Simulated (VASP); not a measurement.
# SnO2 (R3m) in VASP: notebook, part 2 of 2

VASP 6.6.1. Earlier steps stand in the parts before.

## Step 3: Single point, LDA (atom 1 (Sn) moved +0.210 Å along Cartesian [0 0 1])

Input file INCAR:

```
PREC     = Accurate       # precision mode
ENCUT    = 520            # plane-wave cutoff, eV
EDIFF    = 1E-6           # SCF threshold, eV
ISMEAR   = 0              # smearing method
SIGMA    = 0.05           # smearing width, eV
LREAL    = F              # projectors in reciprocal space
LASPH    = T              # aspherical terms in the spheres
NELM     = 80             # most SCF steps
ALGO     = Normal         # electronic algorithm
ISIF     = 2              # what is computed and relaxed
LWAVE    = F              # write WAVECAR
LCHARG   = F              # write CHGCAR
NBANDS   = 64             # bands
```

Input file KPOINTS:

```
Automatic mesh
0
Gamma
  6 6 6
```

Input file POSCAR:

```
SnO2
1.0
   -3.2078313831     -1.8520423126      4.0813809037
    3.2078313831     -1.8520423126      4.0813809037
    0.0000000000      3.7040846251      4.0813809037
Sn O
4 8
Direct
    0.5171510579      0.5171510579      0.5171510579
    1.0000000000      1.0000000000      0.5000000000
    1.0000000000      0.5000000000      0.0000000000
    0.5000000000      1.0000000000      0.0000000000
    0.2451905456      0.2451905456      0.2451905456
    0.7451905456      0.7451905456      0.2451905456
    0.7451905456      0.2451905456      0.7451905456
    0.2451905456      0.7451905456      0.7451905456
    0.7548094544      0.7548094544      0.7548094544
    0.2548094544      0.2548094544      0.7548094544
    0.2548094544      0.7548094544      0.2548094544
    0.7548094544      0.2548094544      0.2548094544
```

Potentials or basis: VASP PAW LDA potentials, release 64 (Sn_d, O).

Run with:

```bash
$ cat potpaw_LDA.64/Sn_d/POTCAR potpaw_LDA.64/O/POTCAR > POTCAR
$ mpirun -np 1 vasp_std > vasp.out
```

OUTCAR:

```text
PREC = Accurate
   ENCUT = 520
   EDIFF = 1E-6
   ISMEAR = 0
   LREAL = F
   LASPH = T
   NELM = 80
   ISIF = 2

 ion  position               nearest neighbor table
   1  0.517  0.517  0.517-   7 2.00   8 2.00   6 2.00  11 2.19  12 2.19  10 2.19   2 3.21   2 3.21
                             3 3.21   4 3.21   4 3.21   3 3.21
   2  0.000  0.000  0.500-   7 2.09   8 2.09  11 2.09  12 2.09   5 2.09   9 2.09   3 3.21   4 3.21
                             3 3.21   4 3.21   1 3.21   1 3.21
   3  0.000  0.500  0.000-   5 2.09   6 2.09   9 2.09  10 2.09   8 2.09  12 2.09   4 3.21   4 3.21
                             2 3.21   2 3.21   1 3.21   1 3.21
   4  0.500  0.000  0.000-   5 2.09   6 2.09   9 2.09  10 2.09   7 2.09  11 2.09   3 3.21   3 3.21
                             2 3.21   2 3.21   1 3.21   1 3.21
   5  0.245  0.245  0.245-   3 2.09   4 2.09   2 2.09
   6  0.745  0.745  0.245-   1 2.00   3 2.09   4 2.09
   7  0.745  0.245  0.745-   1 2.00   2 2.09   4 2.09
   8  0.245  0.745  0.745-   1 2.00   2 2.09   3 2.09
   9  0.755  0.755  0.755-   3 2.09   4 2.09   2 2.09
  10  0.255  0.255  0.755-   3 2.09   4 2.09   1 2.19
  11  0.255  0.755  0.255-   2 2.09   4 2.09   1 2.19
  12  0.755  0.255  0.255-   2 2.09   3 2.09   1 2.19

  LATTYP: Found a trigonal (rhomboedric) cell.
 ALAT       =     5.5116161869
 COS(alpha) =     0.3225221110

  Lattice vectors:

 A1 = (  -3.2078313831,  -1.8520423126,   4.0813809037)
 A2 = (   3.2078313831,  -1.8520423126,   4.0813809037)
 A3 = (   0.0000000000,   3.7040846251,   4.0813809037)

Analysis of symmetry for initial positions (statically):
=====================================================================
 Subroutine PRICEL returns:
 Original cell was already a primitive cell.

 Routine SETGRP: Setting up the symmetry group for a
 trigonal (rhombohedral) supercell.

 Subroutine GETGRP returns: Found  6 space group operations
 (whereof  6 operations were pure point group operations)
 out of a pool of 12 trial point group operations.

The static configuration has the point symmetry C_3v.

Analysis of symmetry for dynamics (positions and initial velocities):
[... 167 lines left out ...]
 NGX is ok and might be reduce to    42
   NGX = 21   NGY = 21   NGZ = 21

 number of electron     104.0000020 magnetization

 Free energy of the ion-electron system (eV)
  ---------------------------------------------------
  ext. energy  EPLUGINS =         0.00000000
  ---------------------------------------------------
  free energy    TOTEN  =       -82.00501610 eV

  energy without entropy =      -82.00501610  energy(sigma->0) =      -82.00501610

 E-fermi :   6.0123     XC(G=0): -11.6878

 val. band max:        5.7259627798   @ k =   0.0000   0.0000   0.0000
 cond. band min:       7.0384329722   @ k =   0.0000   0.0000   0.0000
 fundamental gap:      1.3124701925
 Fermi energy:         6.0123314675

 k-point     1 :       0.0000    0.0000    0.0000
  band No.  band energies     occupation
      1     -15.3904      2.00000
      2     -15.3904      2.00000
      3     -15.3685      2.00000
      4     -14.8201      2.00000
      5     -14.4947      2.00000
      6     -14.4947      2.00000
[... 1597 lines left out ...]
     63      15.0692      0.00000
     64      15.2327      0.00000

 [... further k-points ...]

------------------------ aborting loop because EDIFF is reached ----------------------------------------

  FORCE on cell =-STRESS in cart. coord.  units (eV):
  Direction    XX          YY          ZZ          XY          YZ          ZX
  --------------------------------------------------------------------------------------
  -------------------------------------------------------------------------------------
  Total        2.0526455      2.0526455     -0.1856808      0.0000000      0.0000000      0.0000000
  in kB       22.6049587     22.6049587     -2.0448283      0.0000000      0.0000000      0.0000000
  external PRESSURE =      14.3883630 kB  Pullay stress =       0.0000000 kB

 VOLUME and BASIS-vectors are now :
 -----------------------------------------------------------------------------
  energy-cutoff  :      520.00
  volume of cell :      145.49
      direct lattice vectors                 reciprocal lattice vectors
    -3.207831383 -1.852042313  4.081380904    -0.155868542 -0.089990745  0.081671704
     3.207831383 -1.852042313  4.081380904     0.155868542 -0.089990745  0.081671704
     0.000000000  3.704084625  4.081380904     0.000000000  0.179981489  0.081671704

 POSITION                                       TOTAL-FORCE (eV/Angst)
 -----------------------------------------------------------------------------------
      0.00000     -0.00000      6.33207         0.000000      0.000000     -2.190677
      0.00000      1.85204      2.04069         0.000000     -0.781469     -0.312468
      1.60392     -0.92602      2.04069        -0.676772      0.390735     -0.312468
     -1.60392     -0.92602      2.04069         0.676772      0.390735     -0.312468
      0.00000     -0.00000      3.00215         0.000000     -0.000000      0.124695
      0.00000     -1.85204      7.08353         0.000000     -0.762055      0.603850
     -1.60392      0.92602      7.08353        -0.659959      0.381027      0.603850
      1.60392      0.92602      7.08353         0.659959      0.381027      0.603850
      0.00000     -0.00000      9.24199         0.000000      0.000000     -0.120443
      0.00000      1.85204      5.16061         0.000000     -0.389704      0.437426
      1.60392     -0.92602      5.16061        -0.337493      0.194852      0.437426
     -1.60392     -0.92602      5.16061         0.337493      0.194852      0.437426
 -----------------------------------------------------------------------------------
    total drift:                                0.000000     -0.000000     -0.000543

  FREE ENERGIE OF THE ION-ELECTRON SYSTEM (eV)
  ---------------------------------------------------
  free  energy   TOTEN  =       -82.0050161018 eV

  energy  without entropy=      -82.0050161018  energy(sigma->0) =      -82.00501610
```

It took 8.6 min on 1 thread of Intel Xeon Platinum 8259CL at 2.50GHz (Skylake/Cascade Lake), shared host; peak memory 0.34 GiB.

What came out:

| Property | Result |
| --- | --- |
| Free energy | -82.0050 eV |
| Pressure | 1.4 GPa |
| Largest force | 2.191 eV/Å |
| Band gap on the k mesh | 1.31 eV |

Forces in eV/Å, atoms in the order of the input:
```
Sn   0.000  0.000 -2.191
Sn   0.000 -0.781 -0.312
Sn  -0.677  0.391 -0.312
Sn   0.677  0.391 -0.312
O    0.000  0.000  0.125
O    0.000 -0.762  0.604
O   -0.660  0.381  0.604
O    0.660  0.381  0.604
O    0.000  0.000 -0.120
O    0.000 -0.390  0.437
O   -0.337  0.195  0.437
O    0.337  0.195  0.437
```

Caveat: the cell differs from its parent crystal (atom 1 (Sn) moved +0.210 Å along Cartesian [0 0 1]); spin-orbit coupling is left out, which moves the levels of the heavy elements; forces of over 1 eV/Å act on the atoms, so gaps and moduli don't describe the material at rest.

## Step 4: Single point, LDA (atom 1 (Sn) moved +0.150 Å along Cartesian [0 0 1])

Input file INCAR:

```
PREC = Accurate
ENCUT = 520
EDIFF = 1E-7
ISMEAR = 0
SIGMA = 0.05
LREAL = F
LASPH = T
NELM = 100
ALGO = Normal
ISIF = 2
LWAVE = F
LCHARG = F
GGA = CA
NBANDS = 64
```

KPOINTS is that of step 3.

POSCAR, as its differences from that of step 3:

```diff
@@ -8,3 +8,3 @@
 Direct
-    0.5171510579      0.5171510579      0.5171510579
+    0.5122507556      0.5122507556      0.5122507556
     1.0000000000      1.0000000000      0.5000000000
```

Potentials or basis: VASP PAW LDA potentials, release 64 (Sn_d, O).

Run with:

```bash
$ cat potpaw_LDA.64/Sn_d/POTCAR potpaw_LDA.64/O/POTCAR > POTCAR
$ mpirun -np 1 vasp_std > vasp.out
```

OUTCAR:

```text
PREC = Accurate
   ENCUT = 520
   EDIFF = 1E-7
   ISMEAR = 0
   LREAL = F
   LASPH = T
   NELM = 100
   ISIF = 2
   GGA = CA

 ion  position               nearest neighbor table
   1  0.512  0.512  0.512-   7 2.02   8 2.02   6 2.02  11 2.16  12 2.16  10 2.16   2 3.21   2 3.21
                             3 3.21   4 3.21   4 3.21   3 3.21
   2  0.000  0.000  0.500-   7 2.09   8 2.09  11 2.09  12 2.09   5 2.09   9 2.09   3 3.21   4 3.21
                             3 3.21   4 3.21   1 3.21   1 3.21
   3  0.000  0.500  0.000-   5 2.09   6 2.09   9 2.09  10 2.09   8 2.09  12 2.09   4 3.21   4 3.21
                             2 3.21   2 3.21   1 3.21   1 3.21
   4  0.500  0.000  0.000-   5 2.09   6 2.09   9 2.09  10 2.09   7 2.09  11 2.09   3 3.21   3 3.21
                             2 3.21   2 3.21   1 3.21   1 3.21
   5  0.245  0.245  0.245-   3 2.09   4 2.09   2 2.09
   6  0.745  0.745  0.245-   1 2.02   3 2.09   4 2.09
   7  0.745  0.245  0.745-   1 2.02   2 2.09   4 2.09
   8  0.245  0.745  0.745-   1 2.02   2 2.09   3 2.09
   9  0.755  0.755  0.755-   3 2.09   4 2.09   2 2.09
  10  0.255  0.255  0.755-   3 2.09   4 2.09   1 2.16
  11  0.255  0.755  0.255-   2 2.09   4 2.09   1 2.16
  12  0.755  0.255  0.255-   2 2.09   3 2.09   1 2.16

  LATTYP: Found a trigonal (rhomboedric) cell.
 ALAT       =     5.5116161869
 COS(alpha) =     0.3225221110

  Lattice vectors:

 A1 = (  -3.2078313831,  -1.8520423126,   4.0813809037)
 A2 = (   3.2078313831,  -1.8520423126,   4.0813809037)
 A3 = (   0.0000000000,   3.7040846251,   4.0813809037)

Analysis of symmetry for initial positions (statically):
=====================================================================
 Subroutine PRICEL returns:
 Original cell was already a primitive cell.

 Routine SETGRP: Setting up the symmetry group for a
 trigonal (rhombohedral) supercell.

 Subroutine GETGRP returns: Found  6 space group operations
 (whereof  6 operations were pure point group operations)
 out of a pool of 12 trial point group operations.

The static configuration has the point symmetry C_3v.

Analysis of symmetry for dynamics (positions and initial velocities):
=====================================================================
 Subroutine PRICEL returns:
 Original cell was already a primitive cell.

 Routine SETGRP: Setting up the symmetry group for a
 trigonal (rhombohedral) supercell.

 Subroutine GETGRP returns: Found  6 space group operations
 (whereof  6 operations were pure point group operations)
 out of a pool of 12 trial point group operations.

The dynamic configuration has the point symmetry C_3v.

 Subroutine INISYM returns: Found  6 space group operations
 (whereof  6 operations are pure point group operations),
 and found     1 'primitive' translations

----------------------------------------------------------------------------------------

                                     Primitive cell

  volume of cell :     145.4859

  direct lattice vectors                    reciprocal lattice vectors
[... 87 lines left out ...]
 -0.333333  0.500000  0.166667     12.000000
 [... further k-points ...]
   k-points           NKPTS =     32   k-points in BZ     NKDIM =     32   number of bands    NBANDS=     64
   number of dos      NEDOS =    301   number of ions     NIONS =     12
   total plane-waves  NPLWV =  74088
   dimension x,y,z NGX =    42 NGY =   42 NGZ =   42
   dimension x,y,z NGXF=    84 NGYF=   84 NGZF=   84
   ions per type =               4   8
   NGX,Y,Z   is equivalent  to a cutoff of  12.67, 12.67, 12.67 a.u.
   NGXF,Y,Z  is equivalent  to a cutoff of  25.34, 25.34, 25.34 a.u.
 SYSTEM =  unknown system
   PREC   = accura    normal or accurate (medium, high low for compatibility)
   ISTART =      0    job   : 0-new  1-cont  2-samecut
   ICHARG =      2    charge: 1-file 2-atom 10-const
   ISPIN  =      1    spin polarized calculation?
   LNONCOLLINEAR =      F non collinear calculations
   LSORBIT =      F    spin-orbit coupling
   LASPH  =      T    aspherical Exc in radial PAW
   ENCUT  =  520.0 eV  38.22 Ry    6.18 a.u.  10.25 10.25 10.25*2*pi/ulx,y,z
   NELM   =    100;   NELMIN=  2; NELMDL= -5     # of ELM steps
   EDIFF  = 0.1E-06   stopping-criterion for ELM
   LREAL  =      F    real-space projection
   EDIFFG = 0.1E-05   stopping-criterion for IOM
   NSW    =      0    number of steps for IOM
   IBRION =     -1    ionic relax: 0-MD 1-quasi-New 2-CG
   NFREE  =      0    steps in history (QN), initial steepest desc. (CG)
   ISIF   =      2    stress and relaxation
   ISYM   =      2    0-nonsym 1-usesym 2-fastsym
   POTIM  = 0.5000    time-step for ionic-motion
   TEBEG  =    0.0;   TEEND  =   0.0 temperature during run
   PSTRESS=    0.0 pullay stress
   NELECT =     104.0000    total number of electrons
   NUPDOWN=      -1.0000    fix difference up-down
   EMIN   =  10.00;   EMAX   =-10.00  energy-range for DOS
   EFERMI =   0.00;   METHOD = LEGACY
   ISMEAR =     0;   SIGMA  =   0.05  broadening in eV -4-tet -1-fermi 0-gaus
   EFERMI_NEDOS =   21; number of points for ismear=-14 and -15
   IALGO  =     38    algorithm
   IMIX   =      4    mixing-type and parameters
     AMIX     =   0.40;   BMIX     =  1.00
     AMIX_MAG =   1.60;   BMIX_MAG =  1.00
  volume/ion in A,a.u.               =      12.12        81.82
  Fermi-wavevector in a.u.,A,eV,Ry     =   1.463791  2.766163 29.152978  2.142683
  Thomas-Fermi vector in A             =   2.579844
   LORBIT       =      0    0 simple, 1 ext, 2 COOP (PROOUT), +10 PAW based schemes
   GGA     = CA    functional components
   LHFCALC =     F    Hartree Fock is set to
   AEXX    =    0.0000 exact exchange contribution
   IVDW    =     0    specifies the selected vdW correction
   LEPSILON=     F    determine dielectric tensor
   LRPA    =     F    only Hartree local field effects (RPA)
 non-spin polarized calculation
 Gauss-broadening in eV      SIGMA  =   0.05
  energy-cutoff  :      520.00
  volume of cell :      145.49
 maximum number of plane-waves:      3946
 NGX is ok and might be reduce to    42
   NGX = 21   NGY = 21   NGZ = 21

 number of electron     104.0000032 magnetization

 Free energy of the ion-electron system (eV)
  ---------------------------------------------------
  ext. energy  EPLUGINS =         0.00000000
  ---------------------------------------------------
  free energy    TOTEN  =       -82.11931495 eV

  energy without entropy =      -82.11931495  energy(sigma->0) =      -82.11931495

 E-fermi :   5.9035     XC(G=0): -11.6874

 val. band max:        5.6578391149   @ k =   0.0000   0.0000   0.0000
 cond. band min:       7.0547488205   @ k =   0.0000   0.0000   0.0000
 fundamental gap:      1.3969097056
 Fermi energy:         5.9035074594

 k-point     1 :       0.0000    0.0000    0.0000
  band No.  band energies     occupation
      1     -15.3725      2.00000
      2     -15.3725      2.00000
      3     -15.3612      2.00000
      4     -14.7970      2.00000
      5     -14.4796      2.00000
      6     -14.4796      2.00000
[... 1597 lines left out ...]
     63      15.0681      0.00000
     64      15.2330      0.00000

 [... further k-points ...]

------------------------ aborting loop because EDIFF is reached ----------------------------------------

  FORCE on cell =-STRESS in cart. coord.  units (eV):
  Direction    XX          YY          ZZ          XY          YZ          ZX
  --------------------------------------------------------------------------------------
  -------------------------------------------------------------------------------------
  Total        1.6525619      1.6525619      0.0396005     -0.0000000     -0.0000000      0.0000000
  in kB       18.1989993     18.1989993      0.4361045     -0.0000000     -0.0000000      0.0000000
  external PRESSURE =      12.2780343 kB  Pullay stress =       0.0000000 kB

 VOLUME and BASIS-vectors are now :
 -----------------------------------------------------------------------------
  energy-cutoff  :      520.00
  volume of cell :      145.49
      direct lattice vectors                 reciprocal lattice vectors
    -3.207831383 -1.852042313  4.081380904    -0.155868542 -0.089990745  0.081671704
     3.207831383 -1.852042313  4.081380904     0.155868542 -0.089990745  0.081671704
     0.000000000  3.704084625  4.081380904     0.000000000  0.179981489  0.081671704

 POSITION                                       TOTAL-FORCE (eV/Angst)
 -----------------------------------------------------------------------------------
      0.00000     -0.00000      6.27207        -0.000000      0.000000     -1.610360
      0.00000      1.85204      2.04069        -0.000000     -0.557080     -0.226846
      1.60392     -0.92602      2.04069        -0.482445      0.278540     -0.226846
     -1.60392     -0.92602      2.04069         0.482445      0.278540     -0.226846
      0.00000     -0.00000      3.00215        -0.000000     -0.000000      0.098613
      0.00000     -1.85204      7.08353        -0.000000     -0.508344      0.454182
     -1.60392      0.92602      7.08353        -0.440239      0.254172      0.454182
      1.60392      0.92602      7.08353         0.440239      0.254172      0.454182
      0.00000     -0.00000      9.24199        -0.000000      0.000000     -0.088419
      0.00000      1.85204      5.16061        -0.000000     -0.315279      0.306052
      1.60392     -0.92602      5.16061        -0.273040      0.157640      0.306052
     -1.60392     -0.92602      5.16061         0.273040      0.157640      0.306052
 -----------------------------------------------------------------------------------
    total drift:                               -0.000000      0.000000     -0.000096

  FREE ENERGIE OF THE ION-ELECTRON SYSTEM (eV)
  ---------------------------------------------------
  free  energy   TOTEN  =       -82.1193149504 eV

  energy  without entropy=      -82.1193149504  energy(sigma->0) =      -82.11931495
```

It took 11 min on 1 thread of Intel Xeon Platinum 8259CL at 2.50GHz (Skylake/Cascade Lake), shared host; peak memory 0.35 GiB.

Results:

| Property | Result |
| --- | --- |
| Free energy | -82.1193 eV |
| Pressure | 1.2 GPa |
| Largest force | 1.610 eV/Å |
| Band gap on the k mesh | 1.40 eV |

Forces on the atoms (eV/Å):
```
Sn   0.000  0.000 -1.610
Sn   0.000 -0.557 -0.227
Sn  -0.482  0.279 -0.227
Sn   0.482  0.279 -0.227
O    0.000  0.000  0.099
O    0.000 -0.508  0.454
O   -0.440  0.254  0.454
O    0.440  0.254  0.454
O    0.000  0.000 -0.088
O    0.000 -0.315  0.306
O   -0.273  0.158  0.306
O    0.273  0.158  0.306
```

Caveat: the cell differs from its parent crystal (atom 1 (Sn) moved +0.150 Å along Cartesian [0 0 1]); spin-orbit coupling is left out, which moves the levels of the heavy elements; forces of over 1 eV/Å act on the atoms, so gaps and moduli don't describe the material at rest.

## Step 5: Overview

| cell | gap on the mesh (eV) | pressure (GPa) | largest force (eV/Å) |
| --- | --- | --- | --- |
| as given, atomic positions A | 1.36 | 1.3 | 1.91 |
| as given, atomic positions B | 1.31 | 1.4 | 2.19 |
| as given, atomic positions C | 1.40 | 1.2 | 1.61 |

Alike in all rows: task single point; level LDA; potentials or basis VASP PAW LDA potentials, release 64 (Sn_d, O); no spin polarisation; k mesh 6 × 6 × 6; cutoff (eV) 520; smearing gaussian 0.05 eV.

Caveats: spin-orbit coupling is left out, which moves the levels of the heavy elements; forces of over 1 eV/Å act on the atoms, so gaps and moduli don't describe the material at rest.

Total energies depend on the potentials used, so only differences within one code and one set of settings carry meaning.
